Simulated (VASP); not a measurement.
# Sb in VASP: single point with PBE+D3(BJ)

Aim: the single point of Sb with PBE+D3(BJ).

All numbers are computed with VASP 6.6.1; they aren't measurements. Logs are shortened: lines on timing, memory, paths and dates and some standing lists are left out, and cuts for length are marked.

## (1) The cell of the first run

The cell holds a sheet with vacuum, 2 atoms: a = 4.069 Å, b = 4.069 Å, c = 27.100 Å, α = 90.00°, β = 90.00°, γ = 120.00°.

## (2) Single point, PBE+D3(BJ)

Contents of INCAR:

```
SYSTEM = Sb
ALGO     = Normal         ! electronic algorithm
DIPOL    = 0.5 0.5 0.289
EDIFF    = 1E-6           ! SCF threshold, eV
ENCUT    = 400            ! plane-wave cutoff, eV
GGA      = PE             ! functional
GGA_COMPAT= .False.      
IDIPOL   = 3            
ISIF     = 2              ! what is computed and relaxed
ISMEAR   = 0              ! smearing method
IVDW     = 12             ! dispersion correction
LASPH    = .True.         ! aspherical terms in the spheres
LCHARG   = .False.        ! write CHGCAR
LDIPOL   = .True.       
LREAL    = .False.        ! projectors in reciprocal space
LWAVE    = .False.        ! write WAVECAR
NBANDS   = 12             ! bands
NELM     = 120            ! most SCF steps
NELMDL   = -8           
PREC     = Accurate       ! precision mode
SIGMA    = 0.03           ! smearing width, eV
```

Contents of KPOINTS:

```
k-points
0
Gamma
  12 12 1
  0 0 0
```

Contents of POSCAR:

```
Sb
1.0
    4.0685005379      0.0000000000      0.0000000000
   -2.0342502689      3.5234248211      0.0000000000
    0.0000000000      0.0000000000     27.1000000030
Sb
2
Direct
    0.3333333333      0.6666666667      0.2583030261
    0.6666666667      0.3333333333      0.3191877487
```

Potentials or basis: VASP PAW PBE potentials, release 64 (Sb).

The run is started by

```
$ cat potpaw_PBE.64/Sb/POTCAR > POTCAR
$ mpirun -np 1 vasp_std > vasp.out
```

OUTCAR:

```text
SYSTEM = Sb
   EDIFF = 1E-6
   ENCUT = 400
   GGA = PE
   ISIF = 2
   ISMEAR = 0
   IVDW = 12
   LASPH = .True.
   LREAL = .False.
   NELM = 120
   NELMDL = -8
   PREC = Accurate
 IVDW          = 12

 ion  position               nearest neighbor table
   1  0.333  0.667  0.258-   2 2.87   2 2.87   2 2.87
   2  0.667  0.333  0.319-   1 2.87   1 2.87   1 2.87

  LATTYP: Found a hexagonal cell.
 ALAT       =     4.0685005379
 C/A-ratio  =     6.6609306673

  Lattice vectors:

 A1 = (   4.0685005379,   0.0000000000,   0.0000000000)
 A2 = (  -2.0342502689,   3.5234248211,   0.0000000000)
 A3 = (   0.0000000000,   0.0000000000,  27.1000000030)

Analysis of symmetry for initial positions (statically):
=====================================================================
 Subroutine PRICEL returns:
 Original cell was already a primitive cell.

 Routine SETGRP: Setting up the symmetry group for a
 hexagonal supercell.

 Subroutine GETGRP returns: Found 12 space group operations
 (whereof  6 operations were pure point group operations)
 out of a pool of 24 trial point group operations.

The static configuration has the point symmetry C_3v.
 The point group associated with its full space group is D_3d.

Analysis of symmetry for dynamics (positions and initial velocities):
=====================================================================
 Subroutine PRICEL returns:
 Original cell was already a primitive cell.

 Routine SETGRP: Setting up the symmetry group for a
 hexagonal supercell.

 Subroutine GETGRP returns: Found 12 space group operations
 (whereof  6 operations were pure point group operations)
 out of a pool of 24 trial point group operations.

The dynamic configuration has the point symmetry C_3v.
 The point group associated with its full space group is D_3d.

 Subroutine INISYM returns: Found 12 space group operations
 (whereof  6 operations are pure point group operations),
 and found     1 'primitive' translations

----------------------------------------------------------------------------------------

                                     Primitive cell

  volume of cell :     388.4800

  direct lattice vectors                    reciprocal lattice vectors
     4.068500538  0.000000000  0.000000000     0.245790800  0.141907384  0.000000000
    -2.034250269  3.523424821  0.000000000     0.000000000  0.283814769  0.000000000
     0.000000000  0.000000000 27.100000003     0.000000000  0.000000000  0.036900369

  length of vectors
     4.068500538  4.068500538 27.100000003     0.283814769  0.283814769  0.036900369

  position of ions in fractional coordinates (direct lattice)
     0.333333333  0.666666667  0.258303026
     0.666666667  0.333333333  0.319187749

  ion indices of the primitive-cell ions
   primitive index   ion index
                 1           1
                 2           2

----------------------------------------------------------------------------------------

 KPOINTS: k-points

Automatic generation of k-mesh.
 Grid dimensions read from file:
 generate k-points for:   12   12    1

 Generating k-lattice:

  Cartesian coordinates                     Fractional coordinates (reciprocal lattice)
     0.020482567  0.011825615  0.000000000     0.083333333  0.000000000  0.000000000
     0.000000000  0.023651231  0.000000000     0.000000000  0.083333333  0.000000000
     0.000000000  0.000000000  0.036900369     0.000000000  0.000000000  1.000000000

  Length of vectors
     0.023651231  0.023651231  0.036900369

  Shift w.r.t. Gamma in fractional coordinates (k-lattice)
     0.000000000  0.000000000  0.000000000

 Subroutine IBZKPT returns following result:
 ===========================================

 Found     19 irreducible k-points:

 Following reciprocal coordinates:
            Coordinates               Weight
  0.000000  0.000000  0.000000      1.000000
  0.083333 -0.000000  0.000000      6.000000
  0.166667 -0.000000  0.000000      6.000000
  0.250000 -0.000000  0.000000      6.000000
  0.333333 -0.000000  0.000000      6.000000
  0.416667 -0.000000  0.000000      6.000000
[... 11 lines left out ...]
  0.333333  0.250000  0.000000     12.000000
  0.333333  0.333333  0.000000      2.000000
   k-points           NKPTS =     19   k-points in BZ     NKDIM =     19   number of bands    NBANDS=     12
   number of dos      NEDOS =    301   number of ions     NIONS =      2
   total plane-waves  NPLWV = 141120
   dimension x,y,z NGX =    28 NGY =   28 NGZ =  180
   dimension x,y,z NGXF=    56 NGYF=   56 NGZF=  360
   ions per type =               2
   NGX,Y,Z   is equivalent  to a cutoff of  11.44, 11.44, 11.04 a.u.
   NGXF,Y,Z  is equivalent  to a cutoff of  22.88, 22.88, 22.08 a.u.
 SYSTEM =  Sb
   PREC   = accura    normal or accurate (medium, high low for compatibility)
   ISTART =      0    job   : 0-new  1-cont  2-samecut
   ICHARG =      2    charge: 1-file 2-atom 10-const
   ISPIN  =      1    spin polarized calculation?
   LNONCOLLINEAR =      F non collinear calculations
   LSORBIT =      F    spin-orbit coupling
   LASPH  =      T    aspherical Exc in radial PAW
   ENCUT  =  400.0 eV  29.40 Ry    5.42 a.u.   6.63  6.63 44.19*2*pi/ulx,y,z
   NELM   =    120;   NELMIN=  2; NELMDL= -8     # of ELM steps
   EDIFF  = 0.1E-05   stopping-criterion for ELM
   LREAL  =      F    real-space projection
   EDIFFG = 0.1E-04   stopping-criterion for IOM
   NSW    =      0    number of steps for IOM
   IBRION =     -1    ionic relax: 0-MD 1-quasi-New 2-CG
   NFREE  =      0    steps in history (QN), initial steepest desc. (CG)
   ISIF   =      2    stress and relaxation
   ISYM   =      2    0-nonsym 1-usesym 2-fastsym
   POTIM  = 0.5000    time-step for ionic-motion
   TEBEG  =    0.0;   TEEND  =   0.0 temperature during run
   PSTRESS=    0.0 pullay stress
   NELECT =      10.0000    total number of electrons
   NUPDOWN=      -1.0000    fix difference up-down
   EMIN   =  10.00;   EMAX   =-10.00  energy-range for DOS
   EFERMI =   0.00;   METHOD = LEGACY
   ISMEAR =     0;   SIGMA  =   0.03  broadening in eV -4-tet -1-fermi 0-gaus
   EFERMI_NEDOS =   21; number of points for ismear=-14 and -15
   IALGO  =     38    algorithm
   IMIX   =      4    mixing-type and parameters
     AMIX     =   0.40;   BMIX     =  1.00
     AMIX_MAG =   1.60;   BMIX_MAG =  1.00
  volume/ion in A,a.u.               =     194.24      1310.80
  Fermi-wavevector in a.u.,A,eV,Ry     =   0.483376  0.913449  3.179036  0.233653
  Thomas-Fermi vector in A             =   1.482506
   LORBIT       =      0    0 simple, 1 ext, 2 COOP (PROOUT), +10 PAW based schemes
   GGA     = PE    functional components
   LHFCALC =     F    Hartree Fock is set to
   AEXX    =    0.0000 exact exchange contribution
   IVDW    =    12    specifies the selected vdW correction
   LEPSILON=     F    determine dielectric tensor
   LRPA    =     F    only Hartree local field effects (RPA)
 non-spin polarized calculation
 Gauss-broadening in eV      SIGMA  =   0.03
  energy-cutoff  :      400.00
  volume of cell :      388.48
 maximum number of plane-waves:      7125
 NGX is ok and might be reduce to    28
   NGX = 13   NGY = 13   NGZ = 89

 dipolmoment           0.000000      0.000000      0.000001 electrons x Angstroem

 number of electron      10.0000000 magnetization

 dipolmoment           0.000000      0.000000     -0.000000 electrons x Angstroem

 Free energy of the ion-electron system (eV)
  ---------------------------------------------------
  ext. energy  EPLUGINS =         0.00000000
  ---------------------------------------------------
  free energy    TOTEN  =        -8.10045045 eV

  energy without entropy =       -8.10045045  energy(sigma->0) =       -8.10045045

 E-fermi :  -2.8347     XC(G=0):  -2.0127

 val. band max:       -2.9640682606   @ k =   0.0000   0.0000   0.0000
 cond. band min:      -1.7763538847   @ k =   0.3333  -0.0000   0.0000
 fundamental gap:      1.1877143758
 Fermi energy:        -2.8347499290

 k-point     1 :       0.0000    0.0000    0.0000
  band No.  band energies     occupation
      1     -14.4602      2.00000
      2      -9.3911      2.00000
      3      -3.7289      2.00000
      4      -2.9641      2.00000
      5      -2.9641      2.00000
      6      -1.3269      0.00000
      7      -0.1653      0.00000
      8      -0.1653      0.00000
      9       1.2221      0.00000
     10       1.4941      0.00000
     11       1.9360      0.00000
     12       2.2248      0.00000

 k-point     2 :       0.0833   -0.0000    0.0000
  band No.  band energies     occupation
      1     -14.3839      2.00000
      2      -9.3821      2.00000
      3      -3.7190      2.00000
      4      -3.6915      2.00000
      5      -3.1430      2.00000
      6      -0.8446      0.00000
      7      -0.2474      0.00000
      8       0.0043      0.00000
      9       1.3295      0.00000
     10       1.5796      0.00000
     11       2.0192      0.00000
     12       2.3113      0.00000

 k-point     3 :       0.1667   -0.0000    0.0000
  band No.  band energies     occupation
      1     -14.1573      2.00000
      2      -9.3897      2.00000
      3      -4.8404      2.00000
      4      -3.6130      2.00000
      5      -3.5379      2.00000
      6      -1.2128      0.00000
      7       0.3268      0.00000
      8       0.3602      0.00000
      9       1.5824      0.00000
     10       1.8347      0.00000
     11       2.2615      0.00000
     12       2.5577      0.00000

 k-point     4 :       0.2500   -0.0000    0.0000
  band No.  band energies     occupation
      1     -13.7892      2.00000
      2      -9.5274      2.00000
      3      -5.7206      2.00000
      4      -3.9550      2.00000
      5      -3.6198      2.00000
      6      -1.6797      0.00000
      7       0.4745      0.00000
      8       0.5431      0.00000
      9       1.8277      0.00000
     10       2.2222      0.00000
     11       2.6573      0.00000
     12       2.9353      0.00000

 k-point     5 :       0.3333   -0.0000    0.0000
  band No.  band energies     occupation
      1     -13.3026      2.00000
      2      -9.9274      2.00000
      3      -6.1375      2.00000
      4      -4.2937      2.00000
      5      -3.8963      2.00000
      6      -1.7764      0.00000
      7       0.0394      0.00000
      8       0.5989      0.00000
      9       2.3157      0.00000
     10       2.4416      0.00000
     11       3.1083      0.00000
     12       3.4346      0.00000
[... 153 lines left out ...]
      1     -12.2300      2.00000
      2     -10.9701      2.00000
      3      -6.2248      2.00000
      4      -5.1790      2.00000
      5      -4.5536      2.00000
      6      -1.0391      0.00000
      7      -0.0497      0.00000
      8       0.2264      0.00000
      9       2.4393      0.00000
     10       4.1144      0.00000
     11       4.2764      0.00000
     12       4.4148      0.00000

 k-point    17 :       0.2500    0.2500    0.0000
  band No.  band energies     occupation
      1     -12.5802      2.00000
      2     -10.5502      2.00000
      3      -6.1323      2.00000
      4      -5.6165      2.00000
      5      -4.1258      2.00000
      6      -1.0743      0.00000
      7      -0.3063      0.00000
      8       0.9187      0.00000
      9       3.1470      0.00000
     10       3.2881      0.00000
     11       3.7778      0.00000
     12       3.8119      0.00000

 k-point    18 :       0.3333    0.2500    0.0000
  band No.  band energies     occupation
      1     -12.0621      2.00000
      2     -11.0638      2.00000
      3      -6.4706      2.00000
      4      -5.2441      2.00000
      5      -4.5267      2.00000
      6      -1.3991      0.00000
      7       0.1683      0.00000
      8       0.6911      0.00000
      9       3.2754      0.00000
     10       3.7966      0.00000
     11       4.0756      0.00000
     12       4.5155      0.00000

 k-point    19 :       0.3333    0.3333    0.0000
  band No.  band energies     occupation
      1     -11.5503      2.00000
      2     -11.5503      2.00000
      3      -6.6487      2.00000
      4      -4.8763      2.00000
      5      -4.8763      2.00000
      6      -1.6079      0.00000
      7       0.5577      0.00000
      8       0.5577      0.00000
      9       3.5643      0.00000
     10       4.3581      0.00000
     11       4.3581      0.00000
     12       4.8152      0.00000

------------------------ aborting loop because EDIFF is reached ----------------------------------------

 vacuum level on the upper side and lower side of the slab       (xc-potential included)        -0.007        -0.007

 Edisp (eV)   -0.47323

 E8    (eV) :    -0.2355

  FORCE on cell =-STRESS in cart. coord.  units (eV):
  Direction    XX          YY          ZZ          XY          YZ          ZX
  --------------------------------------------------------------------------------------
  -------------------------------------------------------------------------------------
  Total       0.02145     0.02145     0.14379     0.00000    -0.00000     0.00000
  in kB       0.08848     0.08848     0.59302     0.00000    -0.00000     0.00000
  external pressure =        0.26 kB  Pullay stress =        0.00 kB

 VOLUME and BASIS-vectors are now :
 -----------------------------------------------------------------------------
  energy-cutoff  :      400.00
  volume of cell :      388.48
      direct lattice vectors                 reciprocal lattice vectors
     4.068500538  0.000000000  0.000000000     0.245790800  0.141907384  0.000000000
    -2.034250269  3.523424821  0.000000000     0.000000000  0.283814769  0.000000000
     0.000000000  0.000000000 27.100000003     0.000000000  0.000000000  0.036900369

 POSITION                                       TOTAL-FORCE (eV/Angst)
 -----------------------------------------------------------------------------------
     -0.00000      2.34895      7.00001         0.000000      0.000000     -0.090767
      2.03425      1.17447      8.64999        -0.000000     -0.000000      0.090767
 -----------------------------------------------------------------------------------
    total drift:                                0.000000     -0.000000     -0.000003

  FREE ENERGIE OF THE ION-ELECTRON SYSTEM (eV)
  ---------------------------------------------------
  free  energy   TOTEN  =        -8.5736823940 eV

  energy  without entropy=       -8.5736823940  energy(sigma->0) =       -8.57368239

 vacuum level on the upper side and lower side of the slab         1.763         1.763
```

Wall time 2.1 min (1 thread of Intel Xeon Platinum 8259CL at 2.50GHz (Skylake/Cascade Lake), shared host); peak memory 0.35 GiB.

What came out:

```yaml
Free_energy: -8.5737 eV
Largest_force: 0.091 eV/Å
Band_gap_on_the_k_mesh: 1.19 eV, indirect (least direct gap 1.64 eV)
Dispersion_energy_per_atom: -0.237 eV
```

Forces in eV/Å, atoms in the order of the input:
```
Sb   0.000  0.000 -0.091
Sb   0.000  0.000  0.091
```

Caveat: spin-orbit coupling is left out, which moves the levels of the heavy elements.
